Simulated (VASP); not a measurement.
# Au (Fm-3m) in VASP: further runs

The runs below take Au through single point, with r2SCAN.

All numbers are computed with VASP 6.6.1; they aren't measurements. Logs are shortened: lines on timing, memory, paths and dates and some standing lists are left out, and cuts for length are marked.

## Step 1: The cell of the first run

It takes space group Fm-3m (No. 225, cubic). The conventional cell has a = 3.987 Å, b = 3.987 Å, c = 3.987 Å, α = 90.00°, β = 90.00°, γ = 90.00°. Au (site symmetry m-3m) has 12 Au at 2.82 Å within 3.7 Å.

## Step 2: Single point, r2SCAN

Contents of POSCAR:

```
Au
1.0
    0.0000000000      1.9934577312      1.9934577312
    1.9934577312      0.0000000000      1.9934577312
    1.9934577312      1.9934577312      0.0000000000
Au
1
Direct
    0.0000000000      0.0000000000      0.0000000000
```

Contents of INCAR.step1:

```
ALGO     = Normal         # electronic algorithm
EDIFF    = 1E-5           # SCF threshold, eV
ENCUT    = 550            # plane-wave cutoff, eV
GGA      = PE             # functional
GGA_COMPAT= F            
ISMEAR   = -1             # smearing method
LASPH    = T              # aspherical terms in the spheres
LCHARG   = F              # write CHGCAR
LREAL    = F              # projectors in reciprocal space
LWAVE    = T              # write WAVECAR
NBANDS   = 12             # bands
NELM     = 120            # most SCF steps
PREC     = Accurate       # precision mode
SIGMA    = 0.1            # smearing width, eV
```

Contents of INCAR.step2:

```
ALGO     = Normal         # electronic algorithm
EDIFF    = 1E-6           # SCF threshold, eV
ENCUT    = 550            # plane-wave cutoff, eV
GGA_COMPAT= F            
ISIF     = 2              # what is computed and relaxed
ISMEAR   = -1             # smearing method
ISTART   = 1            
LASPH    = T              # aspherical terms in the spheres
LCHARG   = T              # write CHGCAR
LELF     = T              # ELF
LMIXTAU  = T            
LREAL    = F              # projectors in reciprocal space
LVHAR    = T            
LWAVE    = F              # write WAVECAR
METAGGA  = R2SCAN         # meta-GGA
NBANDS   = 12             # bands
NELM     = 120            # most SCF steps
PREC     = Accurate       # precision mode
SIGMA    = 0.1            # smearing width, eV
```

Contents of KPOINTS:

```
k-points
0
Gamma
  10 10 10
```

Potentials or basis: VASP PAW PBE potentials, release 64 (Au).

Launch:

```console
cat potpaw_PBE.64/Au/POTCAR > POTCAR
cp INCAR.step1 INCAR
mpirun -np 1 vasp_std > vasp.out
cp INCAR.step2 INCAR
mpirun -np 1 vasp_std > vasp.out
```

OUTCAR:

```text
EDIFF = 1E-6
   ENCUT = 550
   ISIF = 2
   ISMEAR = -1
   ISTART = 1
   LASPH = T
   LREAL = F
   METAGGA = R2SCAN
   NELM = 120
   PREC = Accurate

 ion  position               nearest neighbor table
   1  0.000  0.000  0.000-

  LATTYP: Found a face centered cubic cell.
 ALAT       =     3.9869154624

  Lattice vectors:

 A1 = (   0.0000000000,   1.9934577312,   1.9934577312)
 A2 = (   1.9934577312,   0.0000000000,   1.9934577312)
 A3 = (   1.9934577312,   1.9934577312,   0.0000000000)

Analysis of symmetry for initial positions (statically):
=====================================================================
 Subroutine PRICEL returns:
 Original cell was already a primitive cell.

 Routine SETGRP: Setting up the symmetry group for a
 face centered cubic supercell.

 Subroutine GETGRP returns: Found 48 space group operations
 (whereof 48 operations were pure point group operations)
 out of a pool of 48 trial point group operations.

The static configuration has the point symmetry O_h .

Analysis of symmetry for dynamics (positions and initial velocities):
=====================================================================
 Subroutine PRICEL returns:
 Original cell was already a primitive cell.

 Routine SETGRP: Setting up the symmetry group for a
 face centered cubic supercell.

 Subroutine GETGRP returns: Found 48 space group operations
 (whereof 48 operations were pure point group operations)
 out of a pool of 48 trial point group operations.

The dynamic configuration has the point symmetry O_h .

 Subroutine INISYM returns: Found 48 space group operations
 (whereof 48 operations are pure point group operations),
 and found     1 'primitive' translations

----------------------------------------------------------------------------------------

                                     Primitive cell

  volume of cell :      15.8435

  direct lattice vectors                    reciprocal lattice vectors
     0.000000000  1.993457731  1.993457731    -0.250820467  0.250820467  0.250820467
     1.993457731  0.000000000  1.993457731     0.250820467 -0.250820467  0.250820467
     1.993457731  1.993457731  0.000000000     0.250820467  0.250820467 -0.250820467

  length of vectors
[... 78 lines left out ...]
   ENCUT  =  550.0 eV  40.42 Ry    6.36 a.u.   5.39  5.39  5.39*2*pi/ulx,y,z
   NELM   =    120;   NELMIN=  2; NELMDL=  0     # of ELM steps
   EDIFF  = 0.1E-05   stopping-criterion for ELM
   LREAL  =      F    real-space projection
   EDIFFG = 0.1E-04   stopping-criterion for IOM
   NSW    =      0    number of steps for IOM
   IBRION =     -1    ionic relax: 0-MD 1-quasi-New 2-CG
   NFREE  =      0    steps in history (QN), initial steepest desc. (CG)
   ISIF   =      2    stress and relaxation
   ISYM   =      2    0-nonsym 1-usesym 2-fastsym
   POTIM  = 0.5000    time-step for ionic-motion
   TEBEG  =    0.0;   TEEND  =   0.0 temperature during run
   PSTRESS=    0.0 pullay stress
   NELECT =      11.0000    total number of electrons
   NUPDOWN=      -1.0000    fix difference up-down
   EMIN   =  10.00;   EMAX   =-10.00  energy-range for DOS
   EFERMI =   0.00;   METHOD = LEGACY
   ISMEAR =    -1;   SIGMA  =   0.10  broadening in eV -4-tet -1-fermi 0-gaus
   EFERMI_NEDOS =   21; number of points for ismear=-14 and -15
   IALGO  =     38    algorithm
   IMIX   =      4    mixing-type and parameters
     AMIX     =   0.40;   BMIX     =  1.00
     AMIX_MAG =   1.60;   BMIX_MAG =  1.00
  volume/ion in A,a.u.               =      15.84       106.92
  Fermi-wavevector in a.u.,A,eV,Ry     =   1.449624  2.739392 28.591414  2.101410
  Thomas-Fermi vector in A             =   2.567329
   LORBIT       =      0    0 simple, 1 ext, 2 COOP (PROOUT), +10 PAW based schemes
   METAGGA = R2SCAN    functional components
   LHFCALC =     F    Hartree Fock is set to
   AEXX    =    0.0000 exact exchange contribution
   IVDW    =     0    specifies the selected vdW correction
   LEPSILON=     F    determine dielectric tensor
   LRPA    =     F    only Hartree local field effects (RPA)
 non-spin polarized calculation
  energy-cutoff  :      550.00
  volume of cell :       15.84
 maximum number of plane-waves:       483
 NGX is ok and might be reduce to    24
   NGX = 11   NGY = 11   NGZ = 11

 number of electron      11.0000002 magnetization

 Free energy of the ion-electron system (eV)
  ---------------------------------------------------
  ext. energy  EPLUGINS =         0.00000000
  ---------------------------------------------------
  free energy    TOTEN  =       -50.47222056 eV

  energy without entropy =      -50.45555948  energy(sigma->0) =      -50.46389002

 E-fermi :  10.6022     XC(G=0): -14.1542

 val. band max:       10.4601007386   @ k =   0.5000   0.2000   0.1000
 cond. band min:      10.6301290059   @ k =   0.5000   0.1000   0.0000
 fundamental gap:      0.1700282673
 Fermi energy:        10.6022093088

 k-point     1 :       0.0000    0.0000    0.0000
  band No.  band energies     occupation
      1      -0.3400      2.00000
      2       5.2132      2.00000
      3       5.2132      2.00000
      4       5.2132      2.00000
      5       6.9609      2.00000
      6       6.9609      2.00000
      7      25.7832      0.00000
      8      30.3376      0.00000
      9      30.3376      0.00000
     10      30.3376      0.00000
     11      35.8895      0.00000
     12      41.2166      0.00000
[... 331 lines left out ...]
 k-point    24 :       0.4000    0.3000    0.0000
  band No.  band energies     occupation
      1       2.9687      2.00000
      2       3.3997      2.00000
      3       6.5162      2.00000
      4       7.3102      2.00000
      5       8.2905      2.00000
      6       9.0004      2.00000
      7      21.3492      0.00000
      8      23.9109      0.00000
      9      23.9742      0.00000
     10      29.5256      0.00000
     11      31.7657      0.00000
     12      39.6467      0.00000

 [... further k-points ...]
[... 5 lines left out ...]
  --------------------------------------------------------------------------------------
  -------------------------------------------------------------------------------------
  Total        2.1925657      2.1925657      2.1925657     -0.0000000      0.0000000      0.0000000
  in kB      221.7236905    221.7236905    221.7236905     -0.0000000      0.0000000      0.0000000
  external PRESSURE =     221.7236905 kB  Pullay stress =       0.0000000 kB

 VOLUME and BASIS-vectors are now :
 -----------------------------------------------------------------------------
  energy-cutoff  :      550.00
  volume of cell :       15.84
      direct lattice vectors                 reciprocal lattice vectors
     0.000000000  1.993457731  1.993457731    -0.250820467  0.250820467  0.250820467
     1.993457731  0.000000000  1.993457731     0.250820467 -0.250820467  0.250820467
     1.993457731  1.993457731  0.000000000     0.250820467  0.250820467 -0.250820467

 POSITION                                       TOTAL-FORCE (eV/Angst)
 -----------------------------------------------------------------------------------
      0.00000      0.00000      0.00000         0.000000     -0.000000      0.000000
 -----------------------------------------------------------------------------------
    total drift:                               -0.000000      0.000000      0.000000

  FREE ENERGIE OF THE ION-ELECTRON SYSTEM (eV)
  ---------------------------------------------------
  free  energy   TOTEN  =       -50.4722205643 eV

  energy  without entropy=      -50.4555594784  energy(sigma->0) =      -50.46389002
```

OSZICAR.step1:

```text
N       E                     dE             d eps       ncg     rms          rms(c)
DAV:   1     0.521026175217E+02    0.52103E+02   -0.59135E+03  1152   0.864E+02
DAV:   2    -0.255882391990E+01   -0.54661E+02   -0.52054E+02  1332   0.197E+02
DAV:   3    -0.332630052382E+01   -0.76748E+00   -0.76645E+00  1364   0.221E+01
DAV:   4    -0.332889457699E+01   -0.25941E-02   -0.25939E-02  1372   0.148E+00
DAV:   5    -0.332891264490E+01   -0.18068E-04   -0.18070E-04  1356   0.117E-01    0.119E+01
DAV:   6    -0.308797984679E+01    0.24093E+00   -0.56565E-01  1232   0.627E+00    0.732E+00
DAV:   7    -0.306312807390E+01    0.24852E-01   -0.87514E-02  1324   0.246E+00    0.291E+00
DAV:   8    -0.306038284477E+01    0.27452E-02   -0.38527E-03  1256   0.545E-01    0.290E-01
DAV:   9    -0.306036592814E+01    0.16917E-04   -0.22761E-05  1348   0.431E-02    0.133E-02
DAV:  10    -0.306037077748E+01   -0.48493E-05   -0.20586E-06   776   0.130E-02
   1 F= -.30603708E+01 E0= -.30514912E+01  d E =-.177592E-01
```

Wall time 14 s (1 thread of Intel Xeon 6975P-C (Granite Rapids), shared host); peak memory 0.15 GiB.

Results:

| Property | Result |
| --- | --- |
| Free energy | -50.4722 eV |
| Pressure | 22.2 GPa |

Caveat: the PAW data sets were made with another functional, which shifts forces and pressure a little; spin-orbit coupling is left out, which moves the levels of the heavy elements.

## Step 3: Single point, r2SCAN

This run uses another cell than the first one, of 16.18 Å³/atom, 1.021 times its volume.

Contents of POSCAR:

```
Au
1.0
    0.0000000000      2.0074966285      2.0074966285
    2.0074966285      0.0000000000      2.0074966285
    2.0074966285      2.0074966285      0.0000000000
Au
1
Direct
    0.0000000000      0.0000000000      0.0000000000
```

Contents of INCAR.step1:

```
SYSTEM = Au
  PREC = Accurate
  ENCUT = 550
  ISMEAR = -1
  SIGMA = 0.1
  LREAL = .FALSE.
  LASPH = .TRUE.
  NELM = 120
  NBANDS = 12
  GGA = PE
  ALGO = Normal
  EDIFF = 1E-5
  LWAVE = .TRUE.
  LCHARG = .FALSE.
  GGA_COMPAT = .FALSE.
```

Contents of INCAR.step2:

```
SYSTEM = Au
  PREC = Accurate
  ENCUT = 550
  EDIFF = 1E-6
  ISMEAR = -1
  SIGMA = 0.1
  LREAL = .FALSE.
  LASPH = .TRUE.
  NELM = 120
  ALGO = Normal
  ISIF = 2
  LWAVE = .FALSE.
  LCHARG = .FALSE.
  METAGGA = R2SCAN
  LMIXTAU = .TRUE.
  NBANDS = 12
  ISTART = 1
  GGA_COMPAT = .FALSE.
```

Contents of KPOINTS:

```
Automatic mesh
0
G
  10 10 10
  0 0 0
```

Potentials or basis: VASP PAW PBE potentials, release 64 (Au).

Launch:

```console
cat potpaw_PBE.64/Au/POTCAR > POTCAR
cp INCAR.step1 INCAR
mpirun -np 1 vasp_std > vasp.out
cp INCAR.step2 INCAR
mpirun -np 1 vasp_std > vasp.out
```

OUTCAR:

```text
SYSTEM = Au
   PREC = Accurate
   ENCUT = 550
   EDIFF = 1E-6
   ISMEAR = -1
   LREAL = .FALSE.
   LASPH = .TRUE.
   NELM = 120
   ISIF = 2
   METAGGA = R2SCAN
   ISTART = 1

 ion  position               nearest neighbor table
   1  0.000  0.000  0.000-

  LATTYP: Found a face centered cubic cell.
 ALAT       =     4.0149932570

  Lattice vectors:

 A1 = (   0.0000000000,   2.0074966285,   2.0074966285)
 A2 = (   2.0074966285,   0.0000000000,   2.0074966285)
 A3 = (   2.0074966285,   2.0074966285,   0.0000000000)
[... 529 lines left out ...]
      3       6.2385      2.00000
      4       6.9914      2.00000
      5       7.9320      2.00000
      6       8.6514      2.00000
      7      20.8284      0.00000
      8      23.3476      0.00000
      9      23.4657      0.00000
     10      28.9305      0.00000
     11      31.1636      0.00000
     12      39.0953      0.00000

 [... further k-points ...]
[... 5 lines left out ...]
  --------------------------------------------------------------------------------------
  -------------------------------------------------------------------------------------
  Total        1.6918377      1.6918377      1.6918377     -0.0000000     -0.0000000      0.0000000
  in kB      167.5231420    167.5231420    167.5231420     -0.0000000     -0.0000000      0.0000000
  external PRESSURE =     167.5231420 kB  Pullay stress =       0.0000000 kB

 VOLUME and BASIS-vectors are now :
 -----------------------------------------------------------------------------
  energy-cutoff  :      550.00
  volume of cell :       16.18
      direct lattice vectors                 reciprocal lattice vectors
     0.000000000  2.007496629  2.007496629    -0.249066421  0.249066421  0.249066421
     2.007496629  0.000000000  2.007496629     0.249066421 -0.249066421  0.249066421
     2.007496629  2.007496629  0.000000000     0.249066421  0.249066421 -0.249066421

 POSITION                                       TOTAL-FORCE (eV/Angst)
 -----------------------------------------------------------------------------------
      0.00000      0.00000      0.00000         0.000000      0.000000      0.000000
 -----------------------------------------------------------------------------------
    total drift:                               -0.000000      0.000000     -0.000000

  FREE ENERGIE OF THE ION-ELECTRON SYSTEM (eV)
  ---------------------------------------------------
  free  energy   TOTEN  =       -50.5131725090 eV

  energy  without entropy=      -50.4967791994  energy(sigma->0) =      -50.50497585
```

OSZICAR.step1:

```text
N       E                     dE             d eps       ncg     rms          rms(c)
DAV:   1     0.533956963092E+02    0.53396E+02   -0.58488E+03  1160   0.864E+02
DAV:   2    -0.254900030522E+01   -0.55945E+02   -0.52444E+02  1324   0.197E+02
DAV:   3    -0.337435373605E+01   -0.82535E+00   -0.82475E+00  1376   0.230E+01
DAV:   4    -0.337718349175E+01   -0.28298E-02   -0.28297E-02  1348   0.154E+00
DAV:   5    -0.337720354099E+01   -0.20049E-04   -0.20049E-04  1384   0.123E-01    0.111E+01
DAV:   6    -0.313386956102E+01    0.24333E+00   -0.59131E-01  1236   0.637E+00    0.690E+00
DAV:   7    -0.311089679102E+01    0.22973E-01   -0.81447E-02  1312   0.235E+00    0.290E+00
DAV:   8    -0.310830465575E+01    0.25921E-02   -0.32244E-03  1256   0.495E-01    0.285E-01
DAV:   9    -0.310828692582E+01    0.17730E-04   -0.22213E-05  1356   0.421E-02    0.134E-02
DAV:  10    -0.310829190806E+01   -0.49822E-05   -0.21858E-06   740   0.135E-02
   1 F= -.31082919E+01 E0= -.30994185E+01  d E =-.177469E-01
```

It took 14 s on 1 thread of Intel Xeon 6975P-C (Granite Rapids), shared host; peak memory 0.15 GiB.

Results:

```yaml
Free_energy: -50.5132 eV
Pressure: 16.8 GPa
```

Caveat: the PAW data sets were made with another functional, which shifts forces and pressure a little; spin-orbit coupling is left out, which moves the levels of the heavy elements.

## Step 4: Single point, r2SCAN

This run uses another cell than the first one, of 16.52 Å³/atom, 1.043 times its volume.

Contents of POSCAR:

```
Au
1.0
    0.0000000000      2.0213418704      2.0213418704
    2.0213418704      0.0000000000      2.0213418704
    2.0213418704      2.0213418704      0.0000000000
Au
1
Direct
    0.0000000000      0.0000000000      0.0000000000
```

Contents of INCAR.step1:

```
PREC = Accurate ; ENCUT = 550
ISMEAR = -1 ; SIGMA = 0.1
LREAL = F ; LASPH = T
NELM = 120 ; NBANDS = 12
GGA = PE ; ALGO = Normal
EDIFF = 1E-5 ; LWAVE = T
LCHARG = F ; GGA_COMPAT = F
```

Contents of INCAR.step2:

```
PREC = Accurate ; ENCUT = 550
EDIFF = 1E-6 ; ISMEAR = -1
SIGMA = 0.1 ; LREAL = F
LASPH = T ; NELM = 120
ALGO = Normal ; ISIF = 2
LWAVE = F ; LCHARG = T
METAGGA = R2SCAN ; LMIXTAU = T
LELF = T ; LVHAR = T
NBANDS = 12 ; ISTART = 1
GGA_COMPAT = F
```

Contents of KPOINTS:

```
Automatic mesh
0
Gamma
  10 10 10
```

Launch:

```console
cat potpaw_PBE.64/Au/POTCAR > POTCAR
cp INCAR.step1 INCAR
mpirun -np 1 vasp_std > vasp.out
cp INCAR.step2 INCAR
mpirun -np 1 vasp_std > vasp.out
```

Run time: 14 s. Hardware: 1 thread of Intel Xeon 6975P-C (Granite Rapids), shared host; peak memory 0.15 GiB.

Results (log left out):

```yaml
Free_energy: -50.5434 eV
Pressure: 12.0 GPa
```

Levels at points of the mesh, in eV from the Fermi level:
| k point | band 2 | band 3 | band 4 | band 5 | band 6 | band 7 | band 8 | band 9 | band 10 | band 11 |
| --- | --- | --- | --- | --- | --- | --- | --- | --- | --- | --- |
| (0.00, 0.00, 0.00) | -5.12 | -5.12 | -5.12 | -3.50 | -3.50 | 15.28 | 19.57 | 19.57 | 19.57 | 24.97 |
| (0.50, 0.00, 0.00) | -5.17 | -5.17 | -2.18 | -2.18 | -0.95 | 3.36 | 14.77 | 18.19 | 18.19 | 26.44 |
| (0.50, 0.50, 0.00) | -7.35 | -2.24 | -1.82 | -1.82 | 1.10 | 6.29 | 10.63 | 10.63 | 18.44 | 21.05 |

Caveat: the PAW data sets were made with another functional, which shifts forces and pressure a little; spin-orbit coupling is left out, which moves the levels of the heavy elements.

## Step 5: Single point, r2SCAN

This run uses another cell than the first one, of 16.85 Å³/atom, 1.064 times its volume.

Contents of POSCAR:

```
Au
1.0
    0.0000000000      2.0350000000      2.0350000000
    2.0350000000      0.0000000000      2.0350000000
    2.0350000000      2.0350000000      0.0000000000
Au
1
Direct
    0.0000000000      0.0000000000      0.0000000000
```

Contents of INCAR.step1:

```
SYSTEM = Au
PREC = Accurate
ENCUT = 550
ISMEAR = -1
SIGMA = 0.1
LREAL = .FALSE.
LASPH = .TRUE.
NELM = 120
NBANDS = 12
GGA = PE
ALGO = Normal
EDIFF = 1E-5
LWAVE = .TRUE.
LCHARG = .FALSE.
GGA_COMPAT = .FALSE.
```

Contents of INCAR.step2:

```
SYSTEM = Au
PREC = Accurate
ENCUT = 550
EDIFF = 1E-6
ISMEAR = -1
SIGMA = 0.1
LREAL = .FALSE.
LASPH = .TRUE.
NELM = 120
ALGO = Normal
ISIF = 2
LWAVE = .FALSE.
LCHARG = .TRUE.
METAGGA = R2SCAN
LMIXTAU = .TRUE.
LELF = .TRUE.
LVHAR = .TRUE.
NBANDS = 12
ISTART = 1
GGA_COMPAT = .FALSE.
```

Contents of KPOINTS:

```
regular mesh
0
G
  10 10 10
  0 0 0
```

Launch:

```console
cat potpaw_PBE.64/Au/POTCAR > POTCAR
cp INCAR.step1 INCAR
mpirun -np 1 vasp_std > vasp.out
cp INCAR.step2 INCAR
mpirun -np 1 vasp_std > vasp.out
```

It took 15 s on 1 thread of Intel Xeon 6975P-C (Granite Rapids), shared host; peak memory 0.15 GiB.

The run converged. Its results:

- Free energy: -50.5643 eV
- Pressure: 7.8 GPa

Levels at points of the mesh, in eV from the Fermi level:
| k point | band 4 | band 5 | band 6 | band 7 | band 8 | band 9 |
| --- | --- | --- | --- | --- | --- | --- |
| (0.00, 0.00, 0.00) | -5.00 | -3.43 | -3.43 | 15.32 | 19.48 | 19.48 |
| (0.50, 0.00, 0.00) | -2.16 | -2.16 | -0.85 | 3.25 | 14.81 | 18.03 |
| (0.50, 0.50, 0.00) | -1.81 | -1.81 | 1.17 | 6.12 | 10.57 | 10.57 |

Caveat: the PAW data sets were made with another functional, which shifts forces and pressure a little; spin-orbit coupling is left out, which moves the levels of the heavy elements.

## Step 6: Overview

```csv
cell,gap on the mesh (eV),pressure (GPa)
"a = 2.819 Å, angles 60.0°, 1 atom",none,22.2
"a = 2.839 Å, angles 60.0°, 1 atom",none,16.8
"a = 2.859 Å, angles 60.0°, 1 atom",none,12.0
"a = 2.878 Å, angles 60.0°, 1 atom",none,7.8
```

Alike in all rows: task single point; level r2SCAN; potentials or basis VASP PAW PBE potentials, release 64 (Au); no spin polarisation; k mesh 10 × 10 × 10; cutoff (eV) 550; smearing fermi-dirac 0.1 eV.

Caveats: the PAW data sets were made with another functional, which shifts forces and pressure a little; spin-orbit coupling is left out, which moves the levels of the heavy elements.

Total energies depend on the potentials used, so only differences within one code and one set of settings carry meaning.
